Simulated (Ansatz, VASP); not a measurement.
# Nb in VASP and in Ansatz

Contents of INCAR:

```
SYSTEM = Nb
ALGO     = Fast           ! electronic algorithm
EDIFF    = 1E-7           ! SCF threshold, eV
ENCUT    = 520            ! plane-wave cutoff, eV
GGA      = PE             ! functional
ISIF     = 2              ! what is computed and relaxed
ISMEAR   = 0              ! smearing method
LASPH    = .True.         ! aspherical terms in the spheres
LCHARG   = .False.        ! write CHGCAR
LREAL    = .False.        ! projectors in reciprocal space
LWAVE    = .False.        ! write WAVECAR
NBANDS   = 12             ! bands
NELM     = 100            ! most SCF steps
PREC     = Accurate       ! precision mode
SIGMA    = 0.15           ! smearing width, eV
```

The input KPOINTS:

```
k-points
0
Gamma
  20 20 20
  0 0 0
```

POSCAR

```
Nb
1.0
   -1.6223512500      1.6223512500      1.6639500000
    1.6223512500     -1.6223512500      1.6639500000
    1.6223512500      1.6223512500     -1.6639500000
Nb
1
Direct
    0.0000000000      0.0000000000      0.0000000000
```

Input for Ansatz:

```yaml
crystal:
  lattice:
    - [-1.62235125, 1.62235125, 1.66395]
    - [1.62235125, -1.62235125, 1.66395]
    - [1.62235125, 1.62235125, -1.66395]
  atoms:
    - { symbol: Nb, position: [0.0, 0.0, 0.0] }
basis:
  ecutwfc: 420
kpoints:
  mp_grid: { grid: [20, 20, 20] }
hamiltonian:
  xc: pbe
scf:
  occupations: { method: gaussian, width: 0.15 }
output:
  forces: true
  stress: true
  eigenvalues: true
  write_density: true
  write_potential: true
  elf: true
  volumetric_format: npy
```

Change from the starting cell: strain -0.025 along x and y, +0.000 along z, atoms carried along.

Alike in both runs: task single point; functional PBE; k mesh 20 × 20 × 20; occupations gaussian, width 0.15 eV; no spin polarisation.

```csv
,VASP,Ansatz
version,VASP 6.6.1,Ansatz 0.2.0
potentials or method,"VASP PAW PBE potentials, release 64 (Nb_sv), cutoff 520 eV","scalar-relativistic, plane waves, PAW"
valence electrons in the cell,13,13
```

VASP gave:

* gap on the k mesh at the Fermi level (eV): none
* pressure (GPa): 5.9
* traceless stress, the component that is largest in VASP (GPa): -2.20

Question: What did Ansatz give for the same quantities?

Answer: gap on the k mesh at the Fermi level (eV): none; pressure (GPa): 6.3; traceless stress, the component that is largest in VASP (GPa): -2.20.

A gap of «none» marks a metal or a gap that the smearing closes. The functional is the same, so the differences come from potentials, cutoffs and numerics.
